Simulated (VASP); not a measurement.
# SnO in VASP: single point with PBE+D3(BJ)

Aim: the single point of SnO with PBE+D3(BJ).

All numbers are computed with VASP 6.6.1; they aren't measurements. Logs are shortened: lines on timing, memory, paths and dates and some standing lists are left out, and cuts for length are marked.

## (1) The cell of the first run

The cell holds a slab with vacuum, 8 atoms: a = 3.820 Å, b = 3.820 Å, c = 22.226 Å, α = 90.00°, β = 90.00°, γ = 90.00°.

## (2) Single point, PBE+D3(BJ) (layers slid over each other)

INCAR reads:

```
ALGO = Normal
DIPOL = 0.5 0.5 0.399
EDIFF = 1E-7
ENCUT = 520
GGA = PE
IDIPOL = 3
ISIF = 2
ISMEAR = 0
IVDW = 12
LASPH = True
LCHARG = False
LDIPOL = True
LREAL = False
LWAVE = False
NBANDS = 50
NELM = 100
PREC = Accurate
SIGMA = 0.05
```

KPOINTS reads:

```
k-points
0
Gamma
  7 7 1
```

POSCAR reads:

```
SnO
1.0
    3.8201528477      0.0002954339      0.0000000000
   -0.0003145169      3.8201528461      0.0000000000
    0.0000000000      0.0000000000     22.2260749922
Sn O
4 4
Direct
    0.9999452930      0.9999452930      0.2024648977
    0.4999452930      0.4999452930      0.3087831522
    0.8749452930      0.9999452930      0.4887519501
    0.3749452930      0.4999452930      0.5950702046
    0.9999461076      0.4999461076      0.2556240249
    0.4999461076      0.9999461076      0.2556240249
    0.8749461076      0.4999461076      0.5419110773
    0.3749461076      0.9999461076      0.5419110773
```

Potentials or basis: VASP PAW PBE potentials, release 64 (Sn_d, O).

Command:

```console
> cat potpaw_PBE.64/Sn_d/POTCAR potpaw_PBE.64/O/POTCAR > POTCAR
> mpirun -np 1 vasp_std > vasp.out
```

OUTCAR:

```text
EDIFF = 1E-7
   ENCUT = 520
   GGA = PE
   ISIF = 2
   ISMEAR = 0
   IVDW = 12
   LASPH = True
   LREAL = False
   NELM = 100
   PREC = Accurate
 IVDW          = 12

 ion  position               nearest neighbor table
   1  1.000  1.000  0.202-   5 2.25   6 2.25   5 2.25   6 2.25   2 3.59   2 3.59   2 3.59   2 3.59

   2  0.500  0.500  0.309-   6 2.25   5 2.25   6 2.25   5 2.25   1 3.59   1 3.59   1 3.59   1 3.59

   3  0.875  1.000  0.489-   7 2.25   8 2.25   7 2.25   8 2.25   4 3.59   4 3.59   4 3.59   4 3.59

   4  0.375  0.500  0.595-   8 2.25   7 2.25   8 2.25   7 2.25   3 3.59   3 3.59   3 3.59   3 3.59

   5  1.000  0.500  0.256-   1 2.25   2 2.25   1 2.25   2 2.25
   6  0.500  1.000  0.256-   1 2.25   2 2.25   1 2.25   2 2.25
   7  0.875  0.500  0.542-   3 2.25   4 2.25   3 2.25   4 2.25
   8  0.375  1.000  0.542-   3 2.25   4 2.25   3 2.25   4 2.25

  LATTYP: Found a simple tetragonal cell.
 ALAT       =     3.8201528591
 C/A-ratio  =     5.8181114243

  Lattice vectors:

 A1 = (   3.8201528477,   0.0002954339,   0.0000000000)
 A2 = (  -0.0003145169,   3.8201528461,   0.0000000000)
 A3 = (   0.0000000000,   0.0000000000,  22.2260749922)

Analysis of symmetry for initial positions (statically):
=====================================================================
 Subroutine PRICEL returns:
 Original cell was already a primitive cell.

 Routine SETGRP: Setting up the symmetry group for a
 simple tetragonal supercell.

 Subroutine GETGRP returns: Found  4 space group operations
 (whereof  1 operations were pure point group operations)
 out of a pool of 16 trial point group operations.

The static configuration has the point symmetry C_1 .
 The point group associated with its full space group is C_2h.

Analysis of symmetry for dynamics (positions and initial velocities):
=====================================================================
 Subroutine PRICEL returns:
 Original cell was already a primitive cell.

 Routine SETGRP: Setting up the symmetry group for a
 simple tetragonal supercell.

 Subroutine GETGRP returns: Found  4 space group operations
 (whereof  1 operations were pure point group operations)
 out of a pool of 16 trial point group operations.

The dynamic configuration has the point symmetry C_1 .
 The point group associated with its full space group is C_2h.

 Subroutine INISYM returns: Found  4 space group operations
 (whereof  1 operations are pure point group operations),
[... 110 lines left out ...]
   NELECT =      80.0000    total number of electrons
   NUPDOWN=      -1.0000    fix difference up-down
   EMIN   =  10.00;   EMAX   =-10.00  energy-range for DOS
   EFERMI =   0.00;   METHOD = LEGACY
   ISMEAR =     0;   SIGMA  =   0.05  broadening in eV -4-tet -1-fermi 0-gaus
   EFERMI_NEDOS =   21; number of points for ismear=-14 and -15
   IALGO  =     38    algorithm
   IMIX   =      4    mixing-type and parameters
     AMIX     =   0.40;   BMIX     =  1.00
     AMIX_MAG =   1.60;   BMIX_MAG =  1.00
  volume/ion in A,a.u.               =      40.54       273.61
  Fermi-wavevector in a.u.,A,eV,Ry     =   1.026668  1.940121 14.341186  1.054047
  Thomas-Fermi vector in A             =   2.160573
   LORBIT       =      0    0 simple, 1 ext, 2 COOP (PROOUT), +10 PAW based schemes
   GGA     = PE    functional components
   LHFCALC =     F    Hartree Fock is set to
   AEXX    =    0.0000 exact exchange contribution
   IVDW    =    12    specifies the selected vdW correction
   LEPSILON=     F    determine dielectric tensor
   LRPA    =     F    only Hartree local field effects (RPA)
 non-spin polarized calculation
 Gauss-broadening in eV      SIGMA  =   0.05
  energy-cutoff  :      520.00
  volume of cell :      324.36
 maximum number of plane-waves:      8769
   NGX = 15   NGY = 15   NGZ = 83

 dipolmoment           0.000000      0.000000     -0.000002 electrons x Angstroem

 number of electron      79.9999970 magnetization

 dipolmoment           0.000000      0.000000      0.000000 electrons x Angstroem

 Free energy of the ion-electron system (eV)
  ---------------------------------------------------
  ext. energy  EPLUGINS =         0.00000000
  ---------------------------------------------------
  free energy    TOTEN  =       -45.20272675 eV

  energy without entropy =      -45.20272675  energy(sigma->0) =      -45.20272675

 E-fermi :   0.0554     XC(G=0):  -5.3051

 val. band max:       -0.1915647005   @ k =   0.1429   0.0000   0.0000
 cond. band min:       2.3377527268   @ k =   0.0000   0.0000   0.0000
 fundamental gap:      2.5293174272
 Fermi energy:         0.0553608756

 k-point     1 :       0.0000    0.0000    0.0000
  band No.  band energies     occupation
      1     -21.0654      2.00000
      2     -21.0653      2.00000
      3     -20.7050      2.00000
      4     -20.7049      2.00000
      5     -20.6671      2.00000
      6     -20.6670      2.00000
[... 837 lines left out ...]
     49       5.8871      0.00000
     50       6.1767      0.00000

------------------------ aborting loop because EDIFF is reached ----------------------------------------

 vacuum level on the upper side and lower side of the slab       (xc-potential included)        -0.131        -0.131

 Edisp (eV)   -1.25730

 E8    (eV) :    -0.5567

  FORCE on cell =-STRESS in cart. coord.  units (eV):
  Direction    XX          YY          ZZ          XY          YZ          ZX
  --------------------------------------------------------------------------------------
  -------------------------------------------------------------------------------------
  Total       0.11663     0.13085    -0.44066    -0.00000     0.00001     0.12555
  in kB       0.57609     0.64633    -2.17664    -0.00001     0.00005     0.62014
  external pressure =       -0.32 kB  Pullay stress =        0.00 kB

 VOLUME and BASIS-vectors are now :
 -----------------------------------------------------------------------------
  energy-cutoff  :      520.00
  volume of cell :      324.36
      direct lattice vectors                 reciprocal lattice vectors
     3.820152848  0.000295434  0.000000000     0.261769629  0.000021552  0.000000000
    -0.000314517  3.820152846  0.000000000    -0.000020244  0.261769629  0.000000000
     0.000000000  0.000000000 22.226074992     0.000000000  0.000000000  0.044992199

 POSITION                                       TOTAL-FORCE (eV/Angst)
 -----------------------------------------------------------------------------------
      3.81963      3.82024      4.50000        -0.002584     -0.000000     -0.075094
      1.90971      1.91002      6.86304        -0.009864     -0.000001      0.186723
      3.34211      3.82020     10.86304         0.009864      0.000001     -0.186723
      1.43219      1.90998     13.22607         0.002584      0.000000      0.075094
      3.81979      1.91017      5.68152        -0.015105     -0.000001      0.015434
      1.90956      3.82009      5.68152         0.005107      0.000000      0.015189
      3.34227      1.91013     12.04456        -0.005107     -0.000000     -0.015189
      1.43204      3.82006     12.04456         0.015105      0.000001     -0.015434
 -----------------------------------------------------------------------------------
    total drift:                               -0.013937     -0.013939      0.000010

  FREE ENERGIE OF THE ION-ELECTRON SYSTEM (eV)
  ---------------------------------------------------
  free  energy   TOTEN  =       -46.4600310748 eV

  energy  without entropy=      -46.4600310748  energy(sigma->0) =      -46.46003107

 vacuum level on the upper side and lower side of the slab         4.796         4.796
```

OSZICAR:

```text
N       E                     dE             d eps       ncg     rms          rms(c)
DAV:   1     0.948363905224E+03    0.94836E+03   -0.38147E+04  1672   0.181E+03
DAV:   2     0.138563884228E+03   -0.80980E+03   -0.78267E+03  1768   0.493E+02
DAV:   3    -0.385826307019E+02   -0.17715E+03   -0.17135E+03  1990   0.220E+02
[... 16 lines left out ...]
DAV:  20    -0.452027175251E+02   -0.21864E-04   -0.75101E-07  1618   0.402E-03    0.245E-03
DAV:  21    -0.452027237332E+02   -0.62081E-05   -0.28297E-07  1340   0.555E-03    0.148E-03
DAV:  22    -0.452027264831E+02   -0.27500E-05   -0.33086E-07  1354   0.390E-03    0.406E-04
DAV:  23    -0.452027266700E+02   -0.18688E-06   -0.46102E-08  1202   0.176E-03    0.313E-04
DAV:  24    -0.452027267477E+02   -0.77725E-07   -0.14832E-08  1114   0.832E-04
   1 F= -.46460031E+02 E0= -.46460031E+02  d E =-.786523E-13
```

Run time: 13 min. Hardware: 1 thread of Intel Xeon 8259CL, shared host; peak memory 0.45 GiB.

What came out:

```
Free energy                : -46.4600 eV
Largest force              : 0.187 eV/Å
Band gap on the k mesh     : 2.53 eV (least direct gap 2.55 eV)
Dispersion energy per atom : -0.157 eV
```

Forces in eV/Å, atoms in the order of the input:
```
Sn  -0.003  0.000 -0.075
Sn  -0.010  0.000  0.187
Sn   0.010  0.000 -0.187
Sn   0.003  0.000  0.075
O   -0.015  0.000  0.015
O    0.005  0.000  0.015
O   -0.005  0.000 -0.015
O    0.015  0.000 -0.015
```

Caveat: the cell differs from its parent crystal (layers slid over each other); spin-orbit coupling is left out, which moves the levels of the heavy elements.
